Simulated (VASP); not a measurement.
# AlSn (P-6m2) in VASP: notebook, part 2 of 2

VASP 6.6.1.

### Step 3. Relaxation of cell and atoms, PBEsol

File INCAR:

```
SYSTEM = AlSn
PREC     = Accurate       ! precision mode
ENCUT    = 600            ! plane-wave cutoff, eV
EDIFF    = 1E-6           ! SCF threshold, eV
ISMEAR   = -1             ! smearing method
SIGMA    = 0.05           ! smearing width, eV
LREAL    = .FALSE.        ! projectors in reciprocal space
LASPH    = .TRUE.         ! aspherical terms in the spheres
NELM     = 60             ! most SCF steps
ALGO     = Normal         ! electronic algorithm
ISIF     = 3              ! what is computed and relaxed
LWAVE    = .FALSE.        ! write WAVECAR
LCHARG   = .FALSE.        ! write CHGCAR
GGA      = PS             ! functional
IBRION   = 2              ! ionic algorithm
NSW      = 60             ! ionic steps
EDIFFG   = -0.01          ! ionic threshold
```

File KPOINTS:

```
regular mesh
0
G
  7 7 8
  0 0 0
```

File POSCAR:

```
AlSn
1.0
    4.1981056157      0.0000000000      0.0000000000
   -2.0990528078      3.6356661109      0.0000000000
    0.0000000000      0.0000000000      3.3068470000
Sn Al
1 1
Direct
    0.3333333333      0.6666666667      0.5000000000
    0.0000000000      0.0000000000      0.0000000000
```

Potentials or basis: VASP PAW PBE potentials, release 64 (Sn_d, Al).

Command:

```bash
$ cat potpaw_PBE.64/Sn_d/POTCAR potpaw_PBE.64/Al/POTCAR > POTCAR
$ mpirun -np 1 vasp_std > vasp.out
```

Wall time 77 s (1 thread of Intel Xeon 6975P-C, shared host); peak memory 0.21 GiB.

It converged, with:

```
Free energy                            : -7.9767 eV
Relaxed volume                         : 24.36 Å³/atom
Relaxed cell                           : a = 4.139 Å, b = 4.139 Å, c = 3.283 Å, α = 90.00°, β = 90.00°, γ = 120.00°
Space group after relaxing (to 0.05 Å) : P-6m2 (No. 187)
Energy gained by relaxing              : 5.2 meV/atom
Ionic steps                            : 6
Pressure after relaxing                : 0.0 GPa
```

The path:
```tsv
step	energy change (eV)	largest force (eV/Å)	pressure (GPa)	volume (Å³)
1	0.0000	0.0000	-1.83	50.47
2	-0.0096	0.0000	0.37	48.40
3	-0.0101	0.0000	0.04	48.73
4	-0.0101	0.0000	-0.03	48.76
5	-0.0104	0.0000	-0.04	48.73
6	-0.0105	0.0000	-0.03	48.72
```

Final structure:
```
CELL_PARAMETERS angstrom
4.13929 0.00000 0.00000
-2.06965 3.58473 0.00000
0.00000 0.00000 3.28323
ATOMIC_POSITIONS crystal
Sn 0.33333 0.66667 0.50000
Al 0.00000 0.00000 0.00000
```

Levels at points of the mesh, in eV from the Fermi level:
```
           k point  band 5  band 6  band 7  band 8  band 9  band 10  band 11  band 12
(0.00, 0.00, 0.00)  -21.15  -10.69   -0.18   -0.18    0.96     2.54     3.19     3.19
(0.00, 0.00, 0.50)  -21.09   -7.61   -6.40    2.81    2.81     3.70     3.70     4.01
```

Caveat: the PAW data sets were made with another functional, which shifts forces and pressure a little; spin-orbit coupling is left out, which moves the levels of the heavy elements.

### Step 4. Single point, LDA, non-collinear spin, zero start, spin-orbit coupling

File INCAR:

```
PREC = Accurate ; ENCUT = 520
EDIFF = 1E-6 ; ISMEAR = -1
SIGMA = 0.05 ; LREAL = False
LASPH = True ; NELM = 150
ALGO = Normal ; ISIF = 2
LWAVE = False ; LCHARG = False
LNONCOLLINEAR = True ; MAGMOM = 0 0 0 0 0 0
LORBIT = 11 ; LSORBIT = True
GGA_COMPAT = False ; LORBMOM = True
NBANDS = 29
```

File KPOINTS:

```
regular mesh
0
Gamma
  5 5 6
```

POSCAR is that of step 3.

Potentials or basis: VASP PAW LDA potentials, release 64 (Sn_d, Al).

Command:

```bash
$ cat potpaw_LDA.64/Sn_d/POTCAR potpaw_LDA.64/Al/POTCAR > POTCAR
$ mpirun -np 1 vasp_ncl > vasp.out
```

It took 70 s on 1 thread of Intel Xeon 6975P-C, shared host; peak memory 0.26 GiB.

It converged, with:

- Free energy: -8.2815 eV
- Pressure: -3.2 GPa
- Net moment: 0.00 μB per cell
- Valence electrons inside the program's atomic spheres: Sn 12.31; Al 0.76

Stress tensor (GPa, compression positive):
```
-2.73  0.00  0.00
 0.00 -2.73  0.00
 0.00  0.00 -4.25
```

Moments on the atoms (μB; x, y, z):
```
Sn  0.00 0.00 0.00
Al  0.00 0.00 0.00
```

### Step 5. Single point, PBEsol

This run uses another cell than the first one, of 24.35 Å³/atom, 0.965 times its volume.

File INCAR:

```
SYSTEM = AlSn
  PREC = Accurate
  ENCUT = 520
  EDIFF = 1E-7
  ISMEAR = -1
  SIGMA = 0.05
  LREAL = .False.
  LASPH = .True.
  NELM = 80
  ALGO = Normal
  ISIF = 2
  LWAVE = .False.
  LCHARG = .False.
  GGA = PS
  NBANDS = 16
```

File KPOINTS:

```
Automatic mesh
0
Gamma
  7 7 8
  0 0 0
```

File POSCAR:

```
AlSn
1.0
    4.1395056139      0.0000000000      0.0000000000
   -2.0697528069      3.5849170207      0.0000000000
    0.0000000000      0.0000000000      3.2823205538
Sn Al
1 1
Direct
    0.3333333333      0.6666666667      0.5000000000
    0.0000000000      0.0000000000      0.0000000000
```

Potentials or basis: VASP PAW PBE potentials, release 64 (Sn_d, Al).

Command:

```bash
$ cat potpaw_PBE.64/Sn_d/POTCAR potpaw_PBE.64/Al/POTCAR > POTCAR
$ mpirun -np 1 vasp_std > vasp.out
```

OUTCAR:

```text
SYSTEM = AlSn
   PREC = Accurate
   ENCUT = 520
   EDIFF = 1E-7
   ISMEAR = -1
   LREAL = .False.
   LASPH = .True.
   NELM = 80
   ISIF = 2
   GGA = PS

 ion  position               nearest neighbor table
   1  0.333  0.667  0.500-   2 2.90   2 2.90   2 2.90   2 2.90   2 2.90   2 2.90
   2  0.000  0.000  0.000-   1 2.90   1 2.90   1 2.90   1 2.90   1 2.90   1 2.90

  LATTYP: Found a hexagonal cell.
 ALAT       =     4.1395056139
 C/A-ratio  =     0.7929257404

  Lattice vectors:

[... 642 lines left out ...]

------------------------ aborting loop because EDIFF is reached ----------------------------------------

  FORCE on cell =-STRESS in cart. coord.  units (eV):
  Direction    XX          YY          ZZ          XY          YZ          ZX
  --------------------------------------------------------------------------------------
  -------------------------------------------------------------------------------------
  Total       -0.0205426     -0.0205426     -0.0018728     -0.0000000      0.0000000     -0.0000000
  in kB       -0.6757069     -0.6757069     -0.0616013     -0.0000000      0.0000000     -0.0000000
  external PRESSURE =      -0.4710050 kB  Pullay stress =       0.0000000 kB

 VOLUME and BASIS-vectors are now :
 -----------------------------------------------------------------------------
  energy-cutoff  :      520.00
  volume of cell :       48.71
      direct lattice vectors                 reciprocal lattice vectors
     4.139505614  0.000000000  0.000000000     0.241574742  0.139473242  0.000000000
    -2.069752807  3.584917021  0.000000000     0.000000000  0.278946484  0.000000000
     0.000000000  0.000000000  3.282320554     0.000000000  0.000000000  0.304662504

 POSITION                                       TOTAL-FORCE (eV/Angst)
 -----------------------------------------------------------------------------------
     -0.00000      2.38994      1.64116         0.000000      0.000000      0.000000
      0.00000      0.00000      0.00000        -0.000000      0.000000      0.000000
 -----------------------------------------------------------------------------------
    total drift:                                0.000000     -0.000000     -0.000000

  FREE ENERGIE OF THE ION-ELECTRON SYSTEM (eV)
  ---------------------------------------------------
  free  energy   TOTEN  =        -7.9762933378 eV

  energy  without entropy=       -7.9724428188  energy(sigma->0) =       -7.97436808
```

OSZICAR:

```text
N       E                     dE             d eps       ncg     rms          rms(c)
DAV:   1     0.979796355406E+02    0.97980E+02   -0.76819E+03  1280   0.126E+03
DAV:   2     0.279574981464E-01   -0.97952E+02   -0.93897E+02  1376   0.336E+02
DAV:   3    -0.783910751872E+01   -0.78671E+01   -0.78223E+01  1648   0.758E+01
DAV:   4    -0.803021492871E+01   -0.19111E+00   -0.19108E+00  1536   0.125E+01
DAV:   5    -0.803873018232E+01   -0.85153E-02   -0.85151E-02  1960   0.257E+00    0.238E+00
DAV:   6    -0.799643297708E+01    0.42297E-01   -0.25309E-02  1672   0.227E+00    0.133E+00
DAV:   7    -0.797652188371E+01    0.19911E-01   -0.25531E-02  1752   0.199E+00    0.153E-01
DAV:   8    -0.797628744191E+01    0.23444E-03   -0.23529E-03  1720   0.602E-01    0.526E-02
DAV:   9    -0.797629278790E+01   -0.53460E-05   -0.90049E-05  1760   0.795E-02    0.918E-03
DAV:  10    -0.797629326983E+01   -0.48194E-06   -0.58667E-06  1624   0.174E-02    0.547E-03
DAV:  11    -0.797629333783E+01   -0.67995E-07   -0.69742E-07  1648   0.595E-03
   1 F= -.79762933E+01 E0= -.79743681E+01  d E =-.385052E-02
```

Run time: 10 s. Hardware: 1 thread of Intel Xeon 6975P-C, shared host; peak memory 0.18 GiB.

What came out:

- Free energy: -7.9763 eV
- Pressure: 0.0 GPa

Caveat: the PAW data sets were made with another functional, which shifts forces and pressure a little; spin-orbit coupling is left out, which moves the levels of the heavy elements.

### Step 6. Overview

| task | level | potentials or basis | spin | cell | k mesh | cutoff (eV) | gap on the mesh (eV) | pressure (GPa) | relaxed volume (Å³/atom) |
| --- | --- | --- | --- | --- | --- | --- | --- | --- | --- |
| relaxation of cell and atoms | LDA | VASP PAW LDA potentials, release 64 (Sn_d, Al) | off | relaxed from a = 4.198, b = 4.198, c = 3.307 Å, angles 90.0, 90.0, 120.0°, 2 atoms | 7 × 7 × 8 | 600 | none | 0.0 | 23.78 |
| relaxation of cell and atoms | PBEsol | VASP PAW PBE potentials, release 64 (Sn_d, Al) | off | relaxed from a = 4.198, b = 4.198, c = 3.307 Å, angles 90.0, 90.0, 120.0°, 2 atoms | 7 × 7 × 8 | 600 | none | 0.0 | 24.36 |
| single point | LDA | VASP PAW LDA potentials, release 64 (Sn_d, Al) | non-collinear, zero start, SOC | a = 4.198, b = 4.198, c = 3.307 Å, angles 90.0, 90.0, 120.0°, 2 atoms | 5 × 5 × 6 | 520 | - | -3.2 | - |
| single point | PBEsol | VASP PAW PBE potentials, release 64 (Sn_d, Al) | off | a = 4.140, b = 4.140, c = 3.282 Å, angles 90.0, 90.0, 120.0°, 2 atoms | 7 × 7 × 8 | 520 | none | 0.0 | - |

Alike in all rows: smearing fermi-dirac 0.05 eV.

Caveats: spin-orbit coupling is left out, which moves the levels of the heavy elements (some runs); the PAW data sets were made with another functional, which shifts forces and pressure a little (some runs).

Total energies depend on the potentials used, so only differences within one code and one set of settings carry meaning.
